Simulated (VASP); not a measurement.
# SiO2 (P6_522) in VASP: electric field gradients with PBE

Aim: the electric field gradients of SiO2 with PBE.

Everything below comes from runs of VASP 6.6.1. Logs are shortened: lines on timing, memory, paths and dates and some standing lists are left out, and cuts for length are marked.

**1. The cell of the first run**

It takes space group P6_522 (No. 179, hexagonal). The conventional cell has a = 7.301 Å, b = 7.301 Å, c = 7.005 Å, α = 90.00°, β = 90.00°, γ = 120.00°. Si (site symmetry 2) has 4 O at 1.60 Å within 2.1 Å. O (site symmetry 2) has 2 Si at 1.60 Å within 2.1 Å. O (site symmetry 2) has 2 Si at 1.60 Å within 2.1 Å.

**2. Electric field gradients, PBE**

File INCAR:

```
PREC     = Accurate       # precision mode
ENCUT    = 520            # plane-wave cutoff, eV
EDIFF    = 1E-8           # SCF threshold, eV
ISMEAR   = -1             # smearing method
SIGMA    = 0.02           # smearing width, eV
LREAL    = Auto         
LASPH    = True           # aspherical terms in the spheres
NELM     = 60             # most SCF steps
ALGO     = Normal         # electronic algorithm
ISIF     = 2              # what is computed and relaxed
LWAVE    = False          # write WAVECAR
LCHARG   = False          # write CHGCAR
GGA      = PE             # functional
LEFG     = True         
NBANDS   = 63             # bands
```

File KPOINTS:

```
regular mesh
0
Gamma
  3 3 3
```

File POSCAR:

```
SiO2
1.0
    7.3005505184      0.0000000000      0.0000000000
   -3.6502752592      6.3224622106      0.0000000000
    0.0000000000      0.0000000000      7.0051237300
Si O
6 12
Direct
    0.5338583600      0.7669291800      0.4166666667
    0.4661416400      0.2330708200      0.9166666667
    0.2330708200      0.4661416400      0.7500000000
    0.7669291800      0.2330708200      0.5833333333
    0.7669291800      0.5338583600      0.2500000000
    0.2330708200      0.7669291800      0.0833333333
    0.6123260400      0.3876739600      0.0833333333
    0.0000000000      0.6828971200      0.1666666667
    0.7753479200      0.3876739600      0.4166666667
    0.6828971200      0.6828971200      0.3333333333
    0.3171028800      0.3171028800      0.8333333333
    0.6123260400      0.2246520800      0.7500000000
    0.2246520800      0.6123260400      0.9166666667
    0.3171028800      0.0000000000      0.0000000000
    0.0000000000      0.3171028800      0.6666666667
    0.3876739600      0.7753479200      0.2500000000
    0.3876739600      0.6123260400      0.5833333333
    0.6828971200      0.0000000000      0.5000000000
```

Potentials or basis: VASP PAW PBE potentials, release 64 (Si, O).

Command:

```console
$ cat potpaw_PBE.64/Si/POTCAR potpaw_PBE.64/O/POTCAR > POTCAR
$ mpirun -np 1 vasp_std > vasp.out
```

OUTCAR:

```text
PREC = Accurate
   ENCUT = 520
   EDIFF = 1E-8
   ISMEAR = -1
   LREAL = Auto
   LASPH = True
   NELM = 60
   ISIF = 2
   GGA = PE

 ion  position               nearest neighbor table
   1  0.534  0.767  0.417-  18 1.60  10 1.60  17 1.60  16 1.60
   2  0.466  0.233  0.917-  14 1.60  11 1.60   7 1.60  12 1.60
   3  0.233  0.466  0.750-  15 1.60  11 1.60  13 1.60  17 1.60
   4  0.767  0.233  0.583-  18 1.60  15 1.60   9 1.60  12 1.60
   5  0.767  0.534  0.250-   8 1.60  10 1.60   9 1.60   7 1.60
   6  0.233  0.767  0.083-  14 1.60   8 1.60  13 1.60  16 1.60
   7  0.612  0.388  0.083-   2 1.60   5 1.60
   8  0.000  0.683  0.167-   5 1.60   6 1.60
   9  0.775  0.388  0.417-   4 1.60   5 1.60
  10  0.683  0.683  0.333-   5 1.60   1 1.60
  11  0.317  0.317  0.833-   3 1.60   2 1.60
  12  0.612  0.225  0.750-   2 1.60   4 1.60
  13  0.225  0.612  0.917-   6 1.60   3 1.60
  14  0.317  0.000  0.000-   2 1.60   6 1.60
  15  0.000  0.317  0.667-   3 1.60   4 1.60
  16  0.388  0.775  0.250-   1 1.60   6 1.60
  17  0.388  0.612  0.583-   1 1.60   3 1.60
  18  0.683  0.000  0.500-   1 1.60   4 1.60

  LATTYP: Found a hexagonal cell.
 ALAT       =     7.3005505184
 C/A-ratio  =     0.9595336286

  Lattice vectors:

 A1 = (   7.3005505184,   0.0000000000,   0.0000000000)
 A2 = (  -3.6502752592,   6.3224622106,   0.0000000000)
 A3 = (   0.0000000000,   0.0000000000,   7.0051237300)

Analysis of symmetry for initial positions (statically):
=====================================================================
 Subroutine PRICEL returns:
 Original cell was already a primitive cell.

 Routine SETGRP: Setting up the symmetry group for a
 hexagonal supercell.

 Subroutine GETGRP returns: Found 12 space group operations
 (whereof  2 operations were pure point group operations)
 out of a pool of 24 trial point group operations.

The static configuration has the point symmetry C_2 .
 The point group associated with its full space group is D_6 .

Analysis of symmetry for dynamics (positions and initial velocities):
=====================================================================
 Subroutine PRICEL returns:
[... 556 lines left out ...]

------------------------ aborting loop because EDIFF is reached ----------------------------------------

  FORCE on cell =-STRESS in cart. coord.  units (eV):
  Direction    XX          YY          ZZ          XY          YZ          ZX
  --------------------------------------------------------------------------------------
  -------------------------------------------------------------------------------------
  Total        7.2607269      7.2607269      7.3441032      0.0000000     -0.0000000      0.0000000
  in kB       35.9776688     35.9776688     36.3908072      0.0000000     -0.0000000      0.0000000
  external PRESSURE =      36.1153816 kB  Pullay stress =       0.0000000 kB

 VOLUME and BASIS-vectors are now :
 -----------------------------------------------------------------------------
  energy-cutoff  :      520.00
  volume of cell :      323.34
      direct lattice vectors                 reciprocal lattice vectors
     7.300550518  0.000000000  0.000000000     0.136975972  0.079083114  0.000000000
    -3.650275259  6.322462211  0.000000000     0.000000000  0.158166228  0.000000000
     0.000000000  0.000000000  7.005123730     0.000000000  0.000000000  0.142752653

 POSITION                                       TOTAL-FORCE (eV/Angst)
 -----------------------------------------------------------------------------------
      1.09796      4.84888      2.91880        -0.025784     -0.014886      0.000000
      2.55232      1.47358      6.42136         0.025784      0.014886      0.000000
      0.00000      2.94716      5.25384         0.000000      0.029772     -0.000000
      4.74823      1.47358      4.08632        -0.025784      0.014886      0.000000
      3.65028      3.37530      1.75128        -0.000000     -0.029772      0.000000
     -1.09796      4.84888      0.58376         0.025784     -0.014886     -0.000000
[... 10 lines left out ...]
      0.59507      3.87141      4.08632         0.021949     -0.012672     -0.000000
      4.98552      0.00000      3.50256         0.170386     -0.000000      0.000000
 -----------------------------------------------------------------------------------
    total drift:                               -0.000000      0.000000     -0.000000

  FREE ENERGIE OF THE ION-ELECTRON SYSTEM (eV)
  ---------------------------------------------------
  free  energy   TOTEN  =      -142.2217008628 eV

  energy  without entropy=     -142.2217008628  energy(sigma->0) =     -142.22170086

 Electric field gradients (V/A^2)
---------------------------------------------------------------------
 ion       V_xx      V_yy      V_zz      V_xy      V_xz      V_yz
---------------------------------------------------------------------
   1       0.810    -1.969     1.159     2.407     1.064    -1.843
   2       0.810    -1.969     1.159     2.407    -1.064     1.843
   3      -3.359     2.200     1.159     0.000    -2.128    -0.000
   4       0.810    -1.969     1.159    -2.407    -1.064    -1.843
   5      -3.359     2.200     1.159     0.000     2.128     0.000
   6       0.810    -1.969     1.159    -2.407     1.064     1.843
[... 10 lines left out ...]
  17     -31.126     2.808    28.319    29.388   -36.203   -62.706
  18     -45.960    76.059   -30.099    -0.003     0.000    49.234
---------------------------------------------------------------------

 Electric field gradients after diagonalization (V/A^2)
 (convention: |V_zz| > |V_xx| > |V_yy|)
----------------------------------------------------------------------
 ion       V_xx      V_yy      V_zz     asymmetry (V_yy - V_xx)/ V_zz
----------------------------------------------------------------------
   1       2.200     2.003    -4.204       0.047
   2       2.200     2.003    -4.204       0.047
   3       2.200     2.003    -4.204       0.047
   4       2.200     2.003    -4.203       0.047
   5       2.200     2.003    -4.204       0.047
   6       2.200     2.003    -4.203       0.047
[... 10 lines left out ...]
  17     -48.485   -48.094    96.579       0.004
  18     -49.417   -45.960    95.377       0.036
----------------------------------------------------------------------

           NMR quadrupolar parameters

 Cq : quadrupolar parameter    Cq=e*Q*V_zz/h
 eta: asymmetry parameters     (V_yy - V_xx)/ V_zz
 Q  : nuclear electric quadrupole moment in mb (millibarn)
----------------------------------------------------------------------
 ion       Cq(MHz)       eta       Q (mb)
----------------------------------------------------------------------
   1      -0.010       0.047       1.000
   2      -0.010       0.047       1.000
   3      -0.010       0.047       1.000
   4      -0.010       0.047       1.000
   5      -0.010       0.047       1.000
   6      -0.010       0.047       1.000
[... 10 lines left out ...]
  17       0.234       0.004       1.000
  18       0.231       0.036       1.000
----------------------------------------------------------------------
```

stdout:

```text
POSCAR found type information on POSCAR SiO
 POSCAR found :  2 types and      18 ions
 scaLAPACK will be used
 LDA part: xc-table for (Slater+PW92), standard interpolation
 POSCAR, INCAR and KPOINTS ok, starting setup
 FFT: planning ... GRIDC
 FFT: planning ... GRID_SOFT
 FFT: planning ... GRID
 WAVECAR not read
 entering main loop
ion   1
     0.0000353    -0.0058678     0.0018543    -0.0993187    -0.0010706    -0.0033878
     0.0000487    -0.0058678     0.0018543    -0.0993187    -0.0010706    -0.0033878
     0.0000670    -0.0058678     0.0018543    -0.0993187    -0.0010706    -0.0033878
     0.0000923    -0.0058678     0.0018543    -0.0993187    -0.0010706    -0.0033878

     0.0000353    -1.9105875     1.4484975    -0.8810122    -0.8362904    -1.1030782
     0.0000487    -1.9105853     1.4484959    -0.8810113    -0.8362895    -1.1030769
     0.0000670    -1.9105816     1.4484930    -0.8810098    -0.8362879    -1.1030748
     0.0000923    -1.9105755     1.4484884    -0.8810074    -0.8362852    -1.1030713
[... 114 lines left out ...]
     0.0000293   -42.0551218   -19.5351691    20.7094230   -33.8359054   -24.2805359
     0.0000403   -42.0551140   -19.5351654    20.7094192   -33.8358991   -24.2805314
     0.0000555   -42.0551006   -19.5351592    20.7094126   -33.8358883   -24.2805237
     0.0000765   -42.0550782   -19.5351488    20.7094016   -33.8358703   -24.2805107

ion  16

ion  17
     0.0000293    -6.
```

Wall time 5.8 min (1 thread of Intel Xeon Platinum 8259CL at 2.50GHz (Skylake/Cascade Lake), shared host); peak memory 0.39 GiB.

What came out:

| Quantity | Value |
| --- | --- |
| Free energy | -142.2217 eV |
| Pressure | 3.6 GPa |
| Largest force | 0.170 eV/Å |
| Band gap on the k mesh | 5.71 eV (least direct gap 5.86 eV) |
| Largest electric field gradient by atom | Si -4.2; O +96.6, +95.4 (each value once) V/Å² |

Forces in eV/Å, atoms in the order of the input:
```
Si  -0.026 -0.015  0.000
Si   0.026  0.015  0.000
Si   0.000  0.030  0.000
Si  -0.026  0.015  0.000
Si   0.000 -0.030  0.000
Si   0.026 -0.015  0.000
O   -0.022  0.013  0.000
O   -0.085  0.148  0.000
O    0.022  0.013  0.000
O    0.085  0.148  0.000
O   -0.085 -0.148  0.000
O    0.000 -0.025  0.000
O   -0.022 -0.013  0.000
O   -0.170  0.000  0.000
O    0.085 -0.148  0.000
O    0.000  0.025  0.000
O    0.022 -0.013  0.000
O    0.170  0.000  0.000
```

Levels at points of the mesh, in eV from the valence-band top:
| k point | band 45 | band 46 | band 47 | band 48 | band 49 | band 50 | band 51 | band 52 |
| --- | --- | --- | --- | --- | --- | --- | --- | --- |
| (0.00, 0.00, 0.00) | -0.31 | -0.27 | -0.15 | -0.15 | 5.71 | 8.60 | 8.60 | 8.98 |

Electric field gradients, principal values (V/Å²):
```
atom    least   middle  greatest (by size)
1 Si    2.003    2.200              -4.204
2 Si    2.003    2.200              -4.204
3 Si    2.003    2.200              -4.204
4 Si    2.003    2.200              -4.203
5 Si    2.003    2.200              -4.204
6 Si    2.003    2.200              -4.203
 7 O  -48.094  -48.485              96.579
 8 O  -45.960  -49.417              95.377
 9 O  -48.099  -48.482              96.582
10 O  -45.965  -49.417              95.382
11 O  -45.965  -49.417              95.382
12 O  -48.099  -48.482              96.582
13 O  -48.099  -48.482              96.582
14 O  -45.960  -49.417              95.377
15 O  -45.960  -49.417              95.377
16 O  -48.099  -48.482              96.582
17 O  -48.094  -48.485              96.579
18 O  -45.960  -49.417              95.377
```

Caveat: the cell stands under pressure; without QUAD_EFG the Cq values of the log hold for a quadrupole moment of 1 mb, not for the nuclei.
